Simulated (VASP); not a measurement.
# SnRu2 (I4/mmm) in VASP: notebook

The runs below take SnRu2 through single point, relaxation of cell and atoms, with PBE.

Program: VASP 6.6.1. These are calculated values, not measurements. Logs are shortened: lines on timing, memory, paths and dates and some standing lists are left out, and cuts for length are marked.

## 1. The cell of the first run

It takes space group I4/mmm (No. 139, tetragonal). Conventional cell: a = 2.916 Å, b = 2.916 Å, c = 11.356 Å, α = 90.00°, β = 90.00°, γ = 90.00°. Sn (site symmetry 4/mmm) has 10 Ru at 2.89 to 3.65 Å and 4 Sn at 2.92 Å within 3.8 Å. Within 3.5 Å of Ru (site symmetry 4mm) lie 8 Ru at 2.63 to 2.92 Å and 4 Sn at 2.89 Å.

## 2. Single point, PBE

Contents of INCAR:

```
SYSTEM = SnRu2
ALGO = Normal
EDIFF = 1E-6
ENCUT = 520
GGA = PE
ISIF = 2
ISMEAR = 0
LASPH = .True.
LCHARG = .False.
LREAL = .False.
LWAVE = .False.
NBANDS = 28
NELM = 80
PREC = Accurate
SIGMA = 0.1
```

Contents of KPOINTS:

```
k-points
0
Gamma
  8 8 8
  0 0 0
```

Contents of POSCAR:

```
SnRu2
1.0
   -1.4582475891      1.4582475891      5.6782005378
    1.4582475891     -1.4582475891      5.6782005378
    1.4582475891      1.4582475891     -5.6782005378
Sn Ru
1 2
Direct
    0.0000000000      0.0000000000      0.0000000000
    0.6783158510      0.6783158510      0.0000000000
    0.3216841490      0.3216841490      0.0000000000
```

Potentials or basis: VASP PAW PBE potentials, release 64 (Sn_d, Ru_pv).

On the command line:

```
cat potpaw_PBE.64/Sn_d/POTCAR potpaw_PBE.64/Ru_pv/POTCAR > POTCAR
mpirun -np 1 vasp_std > vasp.out
```

OUTCAR:

```text
SYSTEM = SnRu2
   EDIFF = 1E-6
   ENCUT = 520
   GGA = PE
   ISIF = 2
   ISMEAR = 0
   LASPH = .True.
   LREAL = .False.
   NELM = 80
   PREC = Accurate

 ion  position               nearest neighbor table
   1  0.000  0.000  0.000-   2 2.89   2 2.89   2 2.89   3 2.89   3 2.89   3 2.89   2 2.89   3 2.89

   2  0.678  0.678  0.000-   3 2.63   3 2.63   3 2.63   3 2.63   1 2.89   1 2.89   1 2.89   1 2.89

   3  0.322  0.322  0.000-   2 2.63   2 2.63   2 2.63   2 2.63   1 2.89   1 2.89   1 2.89   1 2.89

  LATTYP: Found a body centered tetragonal cell.
 ALAT       =     2.9164951782
 C/A-ratio  =     3.8938521690

  Lattice vectors:

 A1 = (  -1.4582475891,   1.4582475891,   5.6782005378)
 A2 = (   1.4582475891,  -1.4582475891,   5.6782005378)
 A3 = (   1.4582475891,   1.4582475891,  -5.6782005378)

Analysis of symmetry for initial positions (statically):
=====================================================================
 Subroutine PRICEL returns:
 Original cell was already a primitive cell.

 Routine SETGRP: Setting up the symmetry group for a
 body centered tetragonal supercell.

 Subroutine GETGRP returns: Found 16 space group operations
 (whereof 16 operations were pure point group operations)
 out of a pool of 16 trial point group operations.

The static configuration has the point symmetry D_4h.

Analysis of symmetry for dynamics (positions and initial velocities):
=====================================================================
 Subroutine PRICEL returns:
 Original cell was already a primitive cell.

 Routine SETGRP: Setting up the symmetry group for a
 body centered tetragonal supercell.

 Subroutine GETGRP returns: Found 16 space group operations
 (whereof 16 operations were pure point group operations)
 out of a pool of 16 trial point group operations.

The dynamic configuration has the point symmetry D_4h.

 Subroutine INISYM returns: Found 16 space group operations
 (whereof 16 operations are pure point group operations),
 and found     1 'primitive' translations

----------------------------------------------------------------------------------------

                                     Primitive cell

  volume of cell :      48.2985

  direct lattice vectors                    reciprocal lattice vectors
    -1.458247589  1.458247589  5.678200538     0.000000000  0.342877303  0.088056066
     1.458247589 -1.458247589  5.678200538     0.342877303  0.000000000  0.088056066
     1.458247589  1.458247589 -5.678200538     0.342877303  0.342877303  0.000000000

  length of vectors
     6.041103658  6.041103658  6.041103658     0.354003835  0.354003835  0.484901732

  position of ions in fractional coordinates (direct lattice)
     0.000000000  0.000000000  0.000000000
     0.678315851  0.678315851  0.000000000
     0.321684149  0.321684149  0.000000000

  ion indices of the primitive-cell ions
   primitive index   ion index
                 1           1
                 2           2
                 3           3

----------------------------------------------------------------------------------------

 KPOINTS: k-points

Automatic generation of k-mesh.
 Grid dimensions read from file:
 generate k-points for:    8    8    8

 Generating k-lattice:

  Cartesian coordinates                     Fractional coordinates (reciprocal lattice)
     0.000000000  0.042859663  0.011007008     0.125000000 -0.000000000  0.000000000
     0.042859663  0.000000000  0.011007008    -0.000000000  0.125000000  0.000000000
     0.042859663  0.042859663  0.000000000     0.000000000  0.000000000  0.125000000

  Length of vectors
     0.044250479  0.044250479  0.060612716

  Shift w.r.t. Gamma in fractional coordinates (k-lattice)
     0.000000000  0.000000000  0.000000000

 Subroutine IBZKPT returns following result:
 ===========================================

 Found     59 irreducible k-points:

 Following reciprocal coordinates:
            Coordinates               Weight
  0.000000  0.000000  0.000000      1.000000
  0.125000 -0.000000  0.000000      8.000000
  0.250000 -0.000000  0.000000      8.000000
  0.375000 -0.000000  0.000000      8.000000
  0.500000 -0.000000  0.000000      4.000000
  0.125000  0.125000  0.000000      8.000000
[... 16 lines left out ...]
  0.250000  0.125000  0.125000     16.000000
  0.375000  0.125000  0.125000      8.000000
 [... further k-points ...]
   k-points           NKPTS =     59   k-points in BZ     NKDIM =     59   number of bands    NBANDS=     28
   number of dos      NEDOS =    301   number of ions     NIONS =      3
   total plane-waves  NPLWV = 110592
   dimension x,y,z NGX =    48 NGY =   48 NGZ =   48
   dimension x,y,z NGXF=    96 NGYF=   96 NGZF=   96
   ions per type =               1   2
   NGX,Y,Z   is equivalent  to a cutoff of  13.21, 13.21, 13.21 a.u.
   NGXF,Y,Z  is equivalent  to a cutoff of  26.42, 26.42, 26.42 a.u.
 SYSTEM =  SnRu2
   PREC   = accura    normal or accurate (medium, high low for compatibility)
   ISTART =      0    job   : 0-new  1-cont  2-samecut
   ICHARG =      2    charge: 1-file 2-atom 10-const
   ISPIN  =      1    spin polarized calculation?
   LNONCOLLINEAR =      F non collinear calculations
   LSORBIT =      F    spin-orbit coupling
   LASPH  =      T    aspherical Exc in radial PAW
   ENCUT  =  520.0 eV  38.22 Ry    6.18 a.u.  11.23 11.23 11.23*2*pi/ulx,y,z
   NELM   =     80;   NELMIN=  2; NELMDL= -5     # of ELM steps
   EDIFF  = 0.1E-05   stopping-criterion for ELM
   LREAL  =      F    real-space projection
   EDIFFG = 0.1E-04   stopping-criterion for IOM
   NSW    =      0    number of steps for IOM
   IBRION =     -1    ionic relax: 0-MD 1-quasi-New 2-CG
   NFREE  =      0    steps in history (QN), initial steepest desc. (CG)
   ISIF   =      2    stress and relaxation
   ISYM   =      2    0-nonsym 1-usesym 2-fastsym
   POTIM  = 0.5000    time-step for ionic-motion
   TEBEG  =    0.0;   TEEND  =   0.0 temperature during run
   PSTRESS=    0.0 pullay stress
   NELECT =      42.0000    total number of electrons
   NUPDOWN=      -1.0000    fix difference up-down
   EMIN   =  10.00;   EMAX   =-10.00  energy-range for DOS
   EFERMI =   0.00;   METHOD = LEGACY
   ISMEAR =     0;   SIGMA  =   0.10  broadening in eV -4-tet -1-fermi 0-gaus
   EFERMI_NEDOS =   21; number of points for ismear=-14 and -15
   IALGO  =     38    algorithm
   IMIX   =      4    mixing-type and parameters
     AMIX     =   0.40;   BMIX     =  1.00
     AMIX_MAG =   1.60;   BMIX_MAG =  1.00
  volume/ion in A,a.u.               =      16.10       108.64
  Fermi-wavevector in a.u.,A,eV,Ry     =   1.562596  2.952879 33.221451  2.441708
  Thomas-Fermi vector in A             =   2.665492
   LORBIT       =      0    0 simple, 1 ext, 2 COOP (PROOUT), +10 PAW based schemes
   GGA     = PE    functional components
   LHFCALC =     F    Hartree Fock is set to
   AEXX    =    0.0000 exact exchange contribution
   IVDW    =     0    specifies the selected vdW correction
   LEPSILON=     F    determine dielectric tensor
   LRPA    =     F    only Hartree local field effects (RPA)
 non-spin polarized calculation
 Gauss-broadening in eV      SIGMA  =   0.10
  energy-cutoff  :      520.00
  volume of cell :       48.30
 maximum number of plane-waves:      1330
 NGX is ok and might be reduce to    48
   NGX = 23   NGY = 23   NGZ = 23

 number of electron      42.0000002 magnetization

 Free energy of the ion-electron system (eV)
  ---------------------------------------------------
  ext. energy  EPLUGINS =         0.00000000
  ---------------------------------------------------
  free energy    TOTEN  =       -21.81370850 eV

  energy without entropy =      -21.80133781  energy(sigma->0) =      -21.80752315

 E-fermi :  12.3394     XC(G=0): -13.0500

 val. band max:       12.3144705270   @ k =  -0.3750   0.3750   0.3750
 cond. band min:      12.3491140713   @ k =  -0.2500   0.5000   0.2500
 fundamental gap:      0.0346435443
 Fermi energy:        12.3394142757

 k-point     1 :       0.0000    0.0000    0.0000
  band No.  band energies     occupation
      1     -30.6784      2.00000
      2     -30.6439      2.00000
      3     -30.6439      2.00000
      4     -30.3345      2.00000
      5     -30.3345      2.00000
      6     -30.2492      2.00000
[... 20 lines left out ...]
     27      22.3891      0.00000
     28      22.4425      0.00000

 k-point     2 :       0.1250   -0.0000    0.0000
  band No.  band energies     occupation
      1     -30.6910      2.00000
      2     -30.6889      2.00000
      3     -30.6292      2.00000
      4     -30.3529      2.00000
      5     -30.3432      2.00000
      6     -30.2392      2.00000
[... 20 lines left out ...]
     27      21.9422      0.00000
     28      22.5778      0.00000

 k-point     3 :       0.2500   -0.0000    0.0000
  band No.  band energies     occupation
      1     -30.7890      2.00000
      2     -30.7394      2.00000
      3     -30.5884      2.00000
      4     -30.3694      2.00000
      5     -30.3691      2.00000
      6     -30.2323      2.00000
[... 20 lines left out ...]
     27      20.5979      0.00000
     28      22.8681      0.00000

 k-point     4 :       0.3750   -0.0000    0.0000
  band No.  band energies     occupation
      1     -30.8678      2.00000
      2     -30.8244      2.00000
      3     -30.5309      2.00000
      4     -30.4123      2.00000
      5     -30.3424      2.00000
      6     -30.2508      2.00000
[... 578 lines left out ...]
     27      20.6179      0.00000
     28      20.7494      0.00000

 k-point    23 :       0.2500    0.1250    0.1250
  band No.  band energies     occupation
      1     -30.8581      2.00000
      2     -30.8427      2.00000
      3     -30.6135      2.00000
      4     -30.4655      2.00000
      5     -30.3797      2.00000
      6     -30.2652      2.00000
[... 20 lines left out ...]
     27      18.2397      0.00000
     28      20.7138      0.00000

 k-point    24 :       0.3750    0.1250    0.1250
  band No.  band energies     occupation
      1     -30.8821      2.00000
      2     -30.8820      2.00000
      3     -30.5378      2.00000
      4     -30.5374      2.00000
      5     -30.3221      2.00000
      6     -30.3200      2.00000
[... 20 lines left out ...]
     27      18.7719      0.00000
     28      19.1738      0.00000

 [... further k-points ...]

------------------------ aborting loop because EDIFF is reached ----------------------------------------

  FORCE on cell =-STRESS in cart. coord.  units (eV):
  Direction    XX          YY          ZZ          XY          YZ          ZX
  --------------------------------------------------------------------------------------
  -------------------------------------------------------------------------------------
  Total       -0.0087843     -0.0087843      0.0843413      0.0000000      0.0000000      0.0000000
  in kB       -0.2913967     -0.2913967      2.7978053      0.0000000      0.0000000      0.0000000
  external PRESSURE =       0.7383373 kB  Pullay stress =       0.0000000 kB

 VOLUME and BASIS-vectors are now :
 -----------------------------------------------------------------------------
  energy-cutoff  :      520.00
  volume of cell :       48.30
      direct lattice vectors                 reciprocal lattice vectors
    -1.458247589  1.458247589  5.678200538     0.000000000  0.342877303  0.088056066
     1.458247589 -1.458247589  5.678200538     0.342877303  0.000000000  0.088056066
     1.458247589  1.458247589 -5.678200538     0.342877303  0.342877303  0.000000000

 POSITION                                       TOTAL-FORCE (eV/Angst)
 -----------------------------------------------------------------------------------
      0.00000      0.00000      0.00000        -0.000000     -0.000000     -0.000000
      0.00000      0.00000      7.70323        -0.000000     -0.000000      0.000893
      0.00000      0.00000      3.65317         0.000000      0.000000     -0.000893
 -----------------------------------------------------------------------------------
    total drift:                                0.000000     -0.000000      0.000000

  FREE ENERGIE OF THE ION-ELECTRON SYSTEM (eV)
  ---------------------------------------------------
  free  energy   TOTEN  =       -21.8137084954 eV

  energy  without entropy=      -21.8013378142  energy(sigma->0) =      -21.80752315
```

Wall time 3.2 min (1 thread of Intel Xeon Platinum 8259CL at 2.50GHz (Skylake/Cascade Lake), shared host); peak memory 0.34 GiB.

What came out:

* Free energy: -21.8137 eV
* Pressure: 0.1 GPa
* Band gap on the k mesh: zero (band 21 reaches 12.91 eV, above the bottom of band 22 at 11.92 eV)

Stress tensor (GPa, compression positive):
```
-0.03  0.00  0.00
 0.00 -0.03  0.00
 0.00  0.00  0.28
```

Levels at points of the mesh, in eV from the Fermi level:
```
           k point  band 18  band 19  band 20  band 21  band 22  band 23  band 24  band 25
(0.00, 0.00, 0.00)    -2.18    -2.18    -1.17    -0.42    -0.42     0.43     0.64     7.59
(0.50, 0.00, 0.00)    -2.75    -2.03    -1.62    -0.04     0.36     0.40     1.48     3.64
(0.50, 0.50, 0.00)    -1.69    -1.37    -0.21    -0.14     0.88     0.88     2.39     3.00
(0.50, 0.50, 0.50)    -2.41    -1.26    -1.18     0.11     0.11     0.65     1.75     6.15
```

Caveat: the k points lie up to 0.38 Å⁻¹ apart; spin-orbit coupling is left out, which moves the levels of the heavy elements.

## 3. Relaxation of cell and atoms, PBE

This run uses another cell than the first one, of 16.61 Å³/atom, 1.032 times its volume.

Contents of INCAR:

```
ALGO = Fast
EDIFF = 1E-6
EDIFFG = -0.04
ENCUT = 600
GGA = PE
IBRION = 2
ISIF = 3
ISMEAR = 0
LASPH = T
LCHARG = F
LREAL = F
LWAVE = F
NELM = 100
NSW = 90
PREC = Accurate
SIGMA = 0.1
```

Contents of KPOINTS:

```
k-points
0
Gamma
  8 8 8
```

Contents of POSCAR:

```
SnRu2
1.0
   -1.7187584695      1.7187584695      4.2163293704
    1.7187584695     -1.7187584695      4.2163293704
    1.7187584695      1.7187584695     -4.2163293704
Sn Ru
1 2
Direct
    0.0000000000      0.0000000000      0.0000000000
    0.6650000000      0.6650000000      0.0000000000
    0.3350000000      0.3350000000      0.0000000000
```

Potentials or basis: VASP PAW PBE potentials, release 64 (Sn_d, Ru_pv).

On the command line:

```
cat potpaw_PBE.64/Sn_d/POTCAR potpaw_PBE.64/Ru_pv/POTCAR > POTCAR
mpirun -np 1 vasp_std > vasp.out
```

It took 51 min on 1 thread of Intel Xeon Platinum 8259CL at 2.50GHz (Skylake/Cascade Lake), shared host; peak memory 0.33 GiB.

It converged, with:

| Item | Value |
| --- | --- |
| Free energy | -21.8011 eV |
| Relaxed volume | 16.10 Å³/atom |
| Relaxed cell | a = 6.048 Å, b = 6.048 Å, c = 6.048 Å, α = 152.11°, β = 152.11°, γ = 39.85° |
| Space group after relaxing (to 0.05 Å) | I4/mmm (No. 139) |
| Energy gained by relaxing | 197.7 meV/atom |
| Ionic steps | 32 |
| Pressure after relaxing | 0.0 GPa |
| Largest force after relaxing | 0.018 eV/Å |
| Band gap on the k mesh | zero (band 21 reaches 12.91 eV, above the bottom of band 22 at 11.93 eV) |

Forces in eV/Å, atoms in the order of the input:
```
Sn   0.000  0.000  0.000
Ru   0.000  0.000 -0.018
Ru   0.000  0.000  0.018
```

Stress tensor (GPa, compression positive):
```
 0.16  0.00  0.00
 0.00  0.16  0.00
 0.00  0.00 -0.31
```

Step by step:
| step | energy change (eV) | largest force (eV/Å) | pressure (GPa) | volume (Å³) |
| --- | --- | --- | --- | --- |
| 1 | 0.0000 | 0.1270 | -4.27 | 49.82 |
| 2 | 0.0254 | 0.0532 | 8.73 | 46.70 |
| 3 | -0.0192 | 0.1073 | 0.43 | 48.55 |
| 4 | -0.0306 | 0.0056 | 0.45 | 48.45 |
| 5 | -0.0575 | 0.3923 | 0.99 | 48.12 |
| 6 | -0.0817 | 1.1000 | 4.47 | 47.23 |
| 7 | -0.2177 | 1.1099 | 19.49 | 44.71 |
| 8 | 5.3223 | 10.3248 | 143.53 | 37.29 |
| 9 | -0.1559 | 1.6343 | 23.62 | 44.36 |
| 10 | -0.1159 | 1.9449 | 27.37 | 43.93 |
| 11 | -0.1162 | 1.9482 | 27.37 | 43.93 |
| 12 | -0.1169 | 1.9585 | 27.41 | 43.93 |
| 13 | -0.1183 | 1.9805 | 27.50 | 43.93 |
| 14 | -0.1205 | 2.0220 | 27.70 | 43.92 |
| 15 | -0.1220 | 2.1111 | 28.09 | 43.90 |
| 16 | -0.1252 | 2.1028 | 27.99 | 43.92 |
| 17 | -0.1347 | 2.0814 | 27.60 | 43.96 |
| 18 | -0.1534 | 2.0405 | 26.92 | 44.05 |
| 19 | -0.1894 | 1.9589 | 25.47 | 44.24 |
| 20 | -0.2561 | 1.8002 | 22.71 | 44.61 |
| 21 | -0.3691 | 1.4973 | 17.56 | 45.36 |
| 22 | -0.5198 | 0.9486 | 8.48 | 46.88 |
| 23 | -0.5612 | 0.0480 | -5.58 | 49.99 |
| 24 | -0.5823 | 0.3400 | -1.18 | 48.88 |
| 25 | -0.5824 | 0.3681 | -0.75 | 48.77 |
| 26 | -0.5834 | 0.3502 | -0.64 | 48.75 |
| 27 | -0.5862 | 0.3038 | -0.55 | 48.67 |
| 28 | -0.5904 | 0.2100 | -0.19 | 48.51 |
| 29 | -0.5929 | 0.0067 | 0.47 | 48.19 |
| 30 | -0.5930 | 0.0540 | 0.33 | 48.25 |
| 31 | -0.5930 | 0.0412 | 0.34 | 48.24 |
| 32 | -0.5932 | 0.0185 | 0.00 | 48.30 |

Final structure:
```
CELL_PARAMETERS angstrom
-1.45728 1.45728 5.68593
1.45728 -1.45728 5.68593
1.45728 1.45728 -5.68593
ATOMIC_POSITIONS crystal
Sn 0.00000 0.00000 0.00000
Ru 0.67846 0.67846 0.00000
Ru 0.32154 0.32154 0.00000
```

Levels at points of the mesh, in eV from the Fermi level:
| k point | band 17 | band 18 | band 19 | band 20 | band 21 | band 22 | band 23 | band 24 | band 25 |
| --- | --- | --- | --- | --- | --- | --- | --- | --- | --- |
| (0.00, 0.00, 0.00) | -2.57 | -2.19 | -2.19 | -1.17 | -0.42 | -0.42 | 0.43 | 0.65 | 7.59 |
| (0.50, 0.00, 0.00) | -2.82 | -2.76 | -2.04 | -1.63 | -0.05 | 0.36 | 0.40 | 1.48 | 3.63 |
| (0.50, 0.50, 0.00) | -1.87 | -1.69 | -1.37 | -0.21 | -0.15 | 0.88 | 0.88 | 2.37 | 3.00 |
| (0.50, 0.50, 0.50) | -2.41 | -2.41 | -1.28 | -1.18 | 0.11 | 0.11 | 0.66 | 1.74 | 6.16 |

Caveat: spin-orbit coupling is left out, which moves the levels of the heavy elements.
